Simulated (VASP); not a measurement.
# MgO (Cm) in VASP: a series of runs

MgO is run at these levels: LDA; tasks: single point.

Program: VASP 6.6.1. These are calculated values, not measurements. Logs are shortened: lines on timing, memory, paths and dates and some standing lists are left out, and cuts for length are marked.

## 1. The cell of the first run

It takes space group Cm (No. 8, monoclinic). Conventional cell: a = 5.884 Å, b = 5.884 Å, c = 4.161 Å, α = 90.00°, β = 90.00°, γ = 90.00°. Within 2.1 Å of Mg (site symmetry m) lie 3 O at 1.59 to 1.94 Å. Within 2.8 Å of Mg (site symmetry m) lie 6 O at 2.08 Å and 1 Mg at 2.68 Å. Within 2.8 Å of Mg (site symmetry 1) lie 6 O at 2.08 Å and 2 Mg at 2.44 to 2.79 Å. O (site symmetry 1) has 6 Mg at 1.94 to 2.37 Å within 2.6 Å. Within 2.1 Å of O (site symmetry m) lie 5 Mg at 1.59 to 2.08 Å. O (site symmetry m) has 6 Mg at 2.08 Å within 2.8 Å.

## 2. Single point, LDA (atom 1 (Mg) moved by -0.312 Å along [1 1 0] and -0.520 Å along [0 0 1])

Input file INCAR:

```
  PREC = Accurate
  ENCUT = 520
  EDIFF = 1E-6
  ISMEAR = 0
  SIGMA = 0.05
  LREAL = F
  LASPH = T
  NELM = 100
  ALGO = Normal
  ISIF = 2
  LWAVE = F
  LCHARG = F
  NBANDS = 26
```

Input file KPOINTS:

```
regular mesh
0
Gamma
  6 6 6
```

Input file POSCAR:

```
MgO
1.0
    4.1607146133      0.0000000000      0.0000000000
    0.0000000000     -4.1607146133      0.0000000000
    0.0000000000      0.0000000000     -4.1607146133
Mg O
4 4
Direct
   -0.0530239000      1.0530239000      1.1249785309
    0.5000000000      0.5000000000      1.0000000000
    0.5000000000      1.0000000000      0.5000000000
    0.0000000000      0.5000000000      0.5000000000
    0.5000000000      0.0000000000      0.0000000000
    0.0000000000      0.5000000000      0.0000000000
    0.0000000000      0.0000000000      0.5000000000
    0.5000000000      0.5000000000      0.5000000000
```

Potentials or basis: VASP PAW LDA potentials, release 64 (Mg, O).

The run is started by

```console
$ cat potpaw_LDA.64/Mg/POTCAR potpaw_LDA.64/O/POTCAR > POTCAR
$ mpirun -np 1 vasp_std > vasp.out
```

OUTCAR:

```text
PREC = Accurate
   ENCUT = 520
   EDIFF = 1E-6
   ISMEAR = 0
   LREAL = F
   LASPH = T
   NELM = 100
   ISIF = 2

 ion  position               nearest neighbor table
   1  0.947  0.053  0.125-   7 1.59   6 1.94   5 1.94   5 2.37   6 2.37   3 2.44   4 2.44   7 2.62
                             2 2.68   4 2.79   3 2.79   2 3.00   2 3.00   3 3.20   4 3.20   2 3.30
   2  0.500  0.500  0.000-   5 2.08   6 2.08   8 2.08   8 2.08   5 2.08   6 2.08   1 2.68   4 2.94
                             4 2.94   3 2.94   3 2.94   3 2.94   4 2.94   3 2.94   4 2.94   1 3.00
   3  0.500  0.000  0.500-   5 2.08   7 2.08   8 2.08   5 2.08   8 2.08   7 2.08   1 2.44   1 2.79
                             2 2.94   4 2.94   2 2.94   2 2.94   2 2.94   4 2.94   4 2.94   4 2.94
   4  0.000  0.500  0.500-   6 2.08   7 2.08   8 2.08   6 2.08   7 2.08   8 2.08   1 2.44   1 2.79
                             3 2.94   3 2.94   2 2.94   2 2.94   3 2.94   2 2.94   2 2.94   3 2.94
   5  0.500  0.000  0.000-   1 1.94   2 2.08   3 2.08   3 2.08   2 2.08   1 2.37
   6  0.000  0.500  0.000-   1 1.94   2 2.08   4 2.08   4 2.08   2 2.08   1 2.37
   7  0.000  0.000  0.500-   1 1.59   3 2.08   4 2.08   4 2.08   3 2.08   1 2.62
   8  0.500  0.500  0.500-   2 2.08   3 2.08   4 2.08   2 2.08   3 2.08   4 2.08

  LATTYP: Found a simple cubic cell.
 ALAT       =     4.1607146133

  Lattice vectors:

 A1 = (   4.1607146133,   0.0000000000,   0.0000000000)
 A2 = (   0.0000000000,  -4.1607146133,   0.0000000000)
 A3 = (   0.0000000000,   0.0000000000,  -4.1607146133)

Analysis of symmetry for initial positions (statically):
=====================================================================
 Subroutine PRICEL returns:
 Original cell was already a primitive cell.

 Routine SETGRP: Setting up the symmetry group for a
 simple cubic supercell.

 Subroutine GETGRP returns: Found  2 space group operations
 (whereof  2 operations were pure point group operations)
 out of a pool of 48 trial point group operations.

The static configuration has the point symmetry C_1h.

Analysis of symmetry for dynamics (positions and initial velocities):
=====================================================================
 Subroutine PRICEL returns:
 Original cell was already a primitive cell.

 Routine SETGRP: Setting up the symmetry group for a
 simple cubic supercell.

 Subroutine GETGRP returns: Found  2 space group operations
 (whereof  2 operations were pure point group operations)
 out of a pool of 48 trial point group operations.

The dynamic configuration has the point symmetry C_1h.

 Subroutine INISYM returns: Found  2 space group operations
 (whereof  2 operations are pure point group operations),
 and found     1 'primitive' translations

----------------------------------------------------------------------------------------

                                     Primitive cell

  volume of cell :      72.0284

  direct lattice vectors                    reciprocal lattice vectors
     4.160714613  0.000000000  0.000000000     0.240343329  0.000000000  0.000000000
     0.000000000 -4.160714613  0.000000000     0.000000000 -0.240343329  0.000000000
     0.000000000  0.000000000 -4.160714613     0.000000000  0.000000000 -0.240343329

  length of vectors
     4.160714613  4.160714613  4.160714613     0.240343329  0.240343329  0.240343329

  position of ions in fractional coordinates (direct lattice)
     0.946976100  0.053023900  0.124978531
     0.500000000  0.500000000  0.000000000
     0.500000000  0.000000000  0.500000000
     0.000000000  0.500000000  0.500000000
     0.500000000  0.000000000  0.000000000
     0.000000000  0.500000000  0.000000000
     0.000000000  0.000000000  0.500000000
     0.500000000  0.500000000  0.500000000

  ion indices of the primitive-cell ions
   primitive index   ion index
                 1           1
                 2           2
                 3           3
                 4           4
                 5           5
                 6           6
                 7           7
                 8           8

----------------------------------------------------------------------------------------

 KPOINTS: regular mesh

Automatic generation of k-mesh.
 Grid dimensions read from file:
 generate k-points for:    6    6    6

 Generating k-lattice:

  Cartesian coordinates                     Fractional coordinates (reciprocal lattice)
     0.040057221  0.000000000  0.000000000     0.166666667  0.000000000  0.000000000
     0.000000000 -0.040057221  0.000000000     0.000000000  0.166666667  0.000000000
     0.000000000  0.000000000 -0.040057221     0.000000000  0.000000000  0.166666667

  Length of vectors
     0.040057221  0.040057221  0.040057221

  Shift w.r.t. Gamma in fractional coordinates (k-lattice)
     0.000000000  0.000000000  0.000000000

 Subroutine IBZKPT returns following result:
 ===========================================

 Found     68 irreducible k-points:

 Following reciprocal coordinates:
            Coordinates               Weight
  0.000000  0.000000  0.000000      1.000000
  0.166667  0.000000  0.000000      4.000000
  0.000000  0.000000  0.166667      2.000000
  0.333333  0.000000  0.000000      4.000000
  0.000000  0.000000  0.333333      2.000000
  0.500000  0.000000  0.000000      2.000000
[... 16 lines left out ...]
  0.333333  0.000000  0.333333      4.000000
 -0.333333  0.333333  0.000000      2.000000
 [... further k-points ...]
   k-points           NKPTS =     68   k-points in BZ     NKDIM =     68   number of bands    NBANDS=     26
   number of dos      NEDOS =    301   number of ions     NIONS =      8
   total plane-waves  NPLWV =  32768
   dimension x,y,z NGX =    32 NGY =   32 NGZ =   32
   dimension x,y,z NGXF=    64 NGYF=   64 NGZF=   64
   ions per type =               4   4
   NGX,Y,Z   is equivalent  to a cutoff of  12.79, 12.79, 12.79 a.u.
   NGXF,Y,Z  is equivalent  to a cutoff of  25.57, 25.57, 25.57 a.u.
 SYSTEM =  unknown system
   PREC   = accura    normal or accurate (medium, high low for compatibility)
   ISTART =      0    job   : 0-new  1-cont  2-samecut
   ICHARG =      2    charge: 1-file 2-atom 10-const
   ISPIN  =      1    spin polarized calculation?
   LNONCOLLINEAR =      F non collinear calculations
   LSORBIT =      F    spin-orbit coupling
   LASPH  =      T    aspherical Exc in radial PAW
   ENCUT  =  520.0 eV  38.22 Ry    6.18 a.u.   7.74  7.74  7.74*2*pi/ulx,y,z
   NELM   =    100;   NELMIN=  2; NELMDL= -5     # of ELM steps
   EDIFF  = 0.1E-05   stopping-criterion for ELM
   LREAL  =      F    real-space projection
   EDIFFG = 0.1E-04   stopping-criterion for IOM
   NSW    =      0    number of steps for IOM
   IBRION =     -1    ionic relax: 0-MD 1-quasi-New 2-CG
   NFREE  =      0    steps in history (QN), initial steepest desc. (CG)
   ISIF   =      2    stress and relaxation
   ISYM   =      2    0-nonsym 1-usesym 2-fastsym
   POTIM  = 0.5000    time-step for ionic-motion
   TEBEG  =    0.0;   TEEND  =   0.0 temperature during run
   PSTRESS=    0.0 pullay stress
   NELECT =      32.0000    total number of electrons
   NUPDOWN=      -1.0000    fix difference up-down
   EMIN   =  10.00;   EMAX   =-10.00  energy-range for DOS
   EFERMI =   0.00;   METHOD = LEGACY
   ISMEAR =     0;   SIGMA  =   0.05  broadening in eV -4-tet -1-fermi 0-gaus
   EFERMI_NEDOS =   21; number of points for ismear=-14 and -15
   IALGO  =     38    algorithm
   IMIX   =      4    mixing-type and parameters
     AMIX     =   0.40;   BMIX     =  1.00
     AMIX_MAG =   1.60;   BMIX_MAG =  1.00
  volume/ion in A,a.u.               =       9.00        60.76
  Fermi-wavevector in a.u.,A,eV,Ry     =   1.249176  2.360600 21.231078  1.560440
  Thomas-Fermi vector in A             =   2.383228
   LORBIT       =      0    0 simple, 1 ext, 2 COOP (PROOUT), +10 PAW based schemes
   GGA     = CA    functional components
   LHFCALC =     F    Hartree Fock is set to
   AEXX    =    0.0000 exact exchange contribution
   IVDW    =     0    specifies the selected vdW correction
   LEPSILON=     F    determine dielectric tensor
   LRPA    =     F    only Hartree local field effects (RPA)
 non-spin polarized calculation
 Gauss-broadening in eV      SIGMA  =   0.05
  energy-cutoff  :      520.00
  volume of cell :       72.03
 maximum number of plane-waves:      1956
   NGX = 15   NGY = 15   NGZ = 15

 number of electron      32.0000014 magnetization

 Free energy of the ion-electron system (eV)
  ---------------------------------------------------
  ext. energy  EPLUGINS =         0.00000000
  ---------------------------------------------------
  free energy    TOTEN  =       -51.14399104 eV

  energy without entropy =      -51.14399104  energy(sigma->0) =      -51.14399104

 E-fermi :   3.4116     XC(G=0): -11.7291

 val. band max:        3.1558435456   @ k =   0.0000   0.0000   0.0000
 cond. band min:       8.0225979837   @ k =   0.0000   0.0000   0.0000
 fundamental gap:      4.8667544382
 Fermi energy:         3.4115614797

 k-point     1 :       0.0000    0.0000    0.0000
  band No.  band energies     occupation
      1     -14.1285      2.00000
      2     -12.6158      2.00000
      3     -12.3440      2.00000
      4     -12.1762      2.00000
      5      -1.2449      2.00000
      6      -1.1892      2.00000
[... 18 lines left out ...]
     25      16.4594      0.00000
     26      16.4832      0.00000

 k-point     2 :       0.1667    0.0000    0.0000
  band No.  band energies     occupation
      1     -14.0227      2.00000
      2     -12.6735      2.00000
      3     -12.3356      2.00000
      4     -12.2197      2.00000
      5      -1.1030      2.00000
      6      -1.0339      2.00000
[... 18 lines left out ...]
     25      16.3089      0.00000
     26      16.4734      0.00000

 k-point     3 :       0.0000    0.0000    0.1667
  band No.  band energies     occupation
      1     -14.0263      2.00000
      2     -12.6176      2.00000
      3     -12.4446      2.00000
      4     -12.1603      2.00000
      5      -1.1124      2.00000
      6      -1.0588      2.00000
[... 18 lines left out ...]
     25      16.3177      0.00000
     26      16.3690      0.00000

 k-point     4 :       0.3333    0.0000    0.0000
  band No.  band energies     occupation
      1     -13.7317      2.00000
      2     -12.9157      2.00000
      3     -12.3235      2.00000
      4     -12.2547      2.00000
      5      -0.6984      2.00000
      6      -0.5907      2.00000
[... 18 lines left out ...]
     25      15.8212      0.00000
     26      16.0873      0.00000

 k-point     5 :       0.0000    0.0000    0.3333
  band No.  band energies     occupation
      1     -13.7545      2.00000
      2     -12.7984      2.00000
      3     -12.5363      2.00000
      4     -12.1277      2.00000
      5      -0.7403      2.00000
      6      -0.6923      2.00000
[... 18 lines left out ...]
     25      15.8891      0.00000
     26      15.9983      0.00000

 k-point     6 :       0.5000    0.0000    0.0000
  band No.  band energies     occupation
      1     -13.3796      2.00000
      2     -13.2609      2.00000
      3     -12.3179      2.00000
      4     -12.2538      2.00000
      5      -0.1710      2.00000
      6      -0.0818      2.00000
[... 427 lines left out ...]
 k-point    21 :       0.3333    0.3333    0.0000
  band No.  band energies     occupation
      1     -13.4064      2.00000
      2     -12.8730      2.00000
      3     -12.4688      2.00000
      4     -12.3739      2.00000
      5      -0.8980      2.00000
      6      -0.4272      2.00000
[... 18 lines left out ...]
     25      15.7159      0.00000
     26      16.3986      0.00000

 k-point    22 :       0.0000    0.3333    0.3333
  band No.  band energies     occupation
      1     -13.4263      2.00000
      2     -12.7953      2.00000
      3     -12.5975      2.00000
      4     -12.2971      2.00000
      5      -0.7133      2.00000
      6      -0.5673      2.00000
[... 18 lines left out ...]
     25      15.7847      0.00000
     26      16.2658      0.00000

 k-point    23 :       0.3333    0.0000    0.3333
  band No.  band energies     occupation
      1     -13.4253      2.00000
      2     -12.7991      2.00000
      3     -12.5929      2.00000
      4     -12.2983      2.00000
      5      -0.7625      2.00000
      6      -0.5677      2.00000
[... 18 lines left out ...]
     25      15.6685      0.00000
     26      16.2169      0.00000

 k-point    24 :      -0.3333    0.3333    0.0000
  band No.  band energies     occupation
      1     -13.4055      2.00000
      2     -12.8750      2.00000
      3     -12.4688      2.00000
      4     -12.3729      2.00000
      5      -0.8566      2.00000
      6      -0.4833      2.00000
[... 18 lines left out ...]
     25      15.7888      0.00000
     26      16.5516      0.00000

 [... further k-points ...]

------------------------ aborting loop because EDIFF is reached ----------------------------------------

  FORCE on cell =-STRESS in cart. coord.  units (eV):
  Direction    XX          YY          ZZ          XY          YZ          ZX
  --------------------------------------------------------------------------------------
  -------------------------------------------------------------------------------------
  Total        1.4661486      1.4661486     13.5215514     -0.0334756     -1.4149988     -1.4149987
  in kB       32.6125528     32.6125528    300.7691721     -0.7446199    -31.4747918    -31.4747906
  external PRESSURE =     121.9980926 kB  Pullay stress =       0.0000000 kB

 VOLUME and BASIS-vectors are now :
 -----------------------------------------------------------------------------
  energy-cutoff  :      520.00
  volume of cell :       72.03
      direct lattice vectors                 reciprocal lattice vectors
     4.160714613  0.000000000  0.000000000     0.240343329  0.000000000  0.000000000
     0.000000000 -4.160714613  0.000000000     0.000000000 -0.240343329  0.000000000
     0.000000000  0.000000000 -4.160714613     0.000000000  0.000000000 -0.240343329

 POSITION                                       TOTAL-FORCE (eV/Angst)
 -----------------------------------------------------------------------------------
      3.94010     -0.22062     -0.52000         1.031364      1.031364     11.943305
      2.08036     -2.08036      0.00000        -0.586204     -0.586204      0.448268
      2.08036      0.00000     -2.08036        -1.014248      0.302104     -1.591490
      0.00000     -2.08036     -2.08036         0.302104     -1.014248     -1.591490
      2.08036      0.00000      0.00000        -0.361385     -0.272381     -0.737447
      0.00000     -2.08036      0.00000        -0.272381     -0.361385     -0.737447
      0.00000      0.00000     -2.08036         0.779080      0.779080     -7.908613
      2.08036     -2.08036     -2.08036         0.121670      0.121670      0.174914
 -----------------------------------------------------------------------------------
    total drift:                                0.000322      0.000322     -0.000522

  FREE ENERGIE OF THE ION-ELECTRON SYSTEM (eV)
  ---------------------------------------------------
  free  energy   TOTEN  =       -51.1439910428 eV

  energy  without entropy=      -51.1439910428  energy(sigma->0) =      -51.14399104
```

Wall time 84 s (1 thread of Intel Xeon 6975P-C, shared host); peak memory 0.22 GiB.

Results:

| Item | Value |
| --- | --- |
| Free energy | -51.1440 eV |
| Pressure | 12.2 GPa |
| Largest force | 12.032 eV/Å |
| Band gap on the k mesh | 4.87 eV, direct |

Forces in eV/Å, atoms in the order of the input:
```
Mg   1.031  1.031 11.943
Mg  -0.586 -0.586  0.448
Mg  -1.014  0.302 -1.591
Mg   0.302 -1.014 -1.591
O   -0.361 -0.272 -0.737
O   -0.272 -0.361 -0.737
O    0.779  0.779 -7.909
O    0.122  0.122  0.175
```

Levels at points of the mesh, in eV from the valence-band top:
```tsv
k point	band 12	band 13	band 14	band 15	band 16	band 17	band 18	band 19	band 20	band 21
(0.00, 0.00, 0.00)	-1.37	-1.33	-0.12	-0.09	0.00	4.87	8.52	9.03	9.04	9.74
(0.50, 0.00, 0.00)	-1.70	-0.92	-0.83	-0.80	-0.71	8.03	8.31	10.26	10.82	11.36
(0.00, 0.00, 0.50)	-1.73	-1.12	-1.11	-0.62	-0.54	7.69	8.40	10.08	11.14	11.21
(0.50, 0.50, 0.00)	-1.80	-1.05	-1.03	-0.63	-0.29	9.10	9.41	9.65	9.81	11.13
(0.00, 0.50, 0.50)	-1.75	-0.97	-0.80	-0.72	-0.42	8.93	9.39	9.78	9.99	10.91
(0.50, 0.50, 0.50)	-0.79	-0.76	-0.62	-0.47	-0.27	7.55	7.79	8.04	8.12	12.06
```

Caveat: the cell differs from its parent crystal (atom 1 (Mg) moved by -0.312 Å along [1 1 0] and -0.520 Å along [0 0 1]); forces of over 1 eV/Å act on the atoms, so gaps and moduli don't describe the material at rest.

## 3. Single point, LDA (atom 1 (Mg) moved by -0.104 Å along [1 1 0] and -0.208 Å along [0 0 1])

Input file INCAR:

```
PREC = Accurate
ENCUT = 520
EDIFF = 1E-6
ISMEAR = 0
SIGMA = 0.05
LREAL = F
LASPH = T
NELM = 80
ALGO = Normal
ISIF = 2
LWAVE = F
LCHARG = T
GGA = CA
LELF = T
LVHAR = T
NBANDS = 26
```

KPOINTS is that of step 2.

POSCAR: that of step 2 with these lines changed.

```diff
@@ -8,3 +8,3 @@
 Direct
-   -0.0530239000      1.0530239000      1.1249785309
+   -0.0176746333      1.0176746333      1.0499914124
     0.5000000000      0.5000000000      1.0000000000
```

Potentials or basis: VASP PAW LDA potentials, release 64 (Mg, O).

The run is started by

```console
$ cat potpaw_LDA.64/Mg/POTCAR potpaw_LDA.64/O/POTCAR > POTCAR
$ mpirun -np 1 vasp_std > vasp.out
```

It took 3 min on 1 thread of AMD EPYC, shared host; peak memory 0.19 GiB.

The run converged. Its results:

| Quantity | Value |
| --- | --- |
| Free energy | -53.4719 eV |
| Pressure | 0.0 GPa |
| Largest force | 2.803 eV/Å |
| Band gap on the k mesh | 5.01 eV, direct |

Forces on the atoms (eV/Å):
```
Mg   0.733  0.733  2.604
Mg  -0.199 -0.199  0.173
Mg  -0.222  0.067 -0.575
Mg   0.067 -0.222 -0.575
O   -0.214 -0.110 -0.317
O   -0.110 -0.214 -0.317
O   -0.078 -0.078 -1.050
O    0.023  0.023  0.058
```

Stress tensor (GPa, compression positive):
```
-1.27 -0.02 -0.10
-0.02 -1.27 -0.10
-0.10 -0.10  2.52
```

Levels at points of the mesh, in eV from the valence-band top:
```csv
k point,band 13,band 14,band 15,band 16,band 17,band 18,band 19,band 20
"(0.00, 0.00, 0.00)",-1.40,-0.02,-0.01,0.00,5.01,8.88,8.95,8.96
"(0.50, 0.00, 0.00)",-0.81,-0.79,-0.77,-0.77,8.29,8.36,10.84,11.07
"(0.00, 0.00, 0.50)",-0.83,-0.83,-0.74,-0.73,8.18,8.40,10.71,11.30
"(0.50, 0.50, 0.00)",-0.75,-0.75,-0.68,-0.63,9.58,9.66,9.68,9.74
"(0.00, 0.50, 0.50)",-0.74,-0.71,-0.70,-0.66,9.50,9.59,9.71,9.82
"(0.50, 0.50, 0.50)",-0.71,-0.68,-0.68,-0.63,7.91,7.95,7.98,8.00
```

Caveat: the cell differs from its parent crystal (atom 1 (Mg) moved by -0.104 Å along [1 1 0] and -0.208 Å along [0 0 1]); forces of over 1 eV/Å act on the atoms, so gaps and moduli don't describe the material at rest.
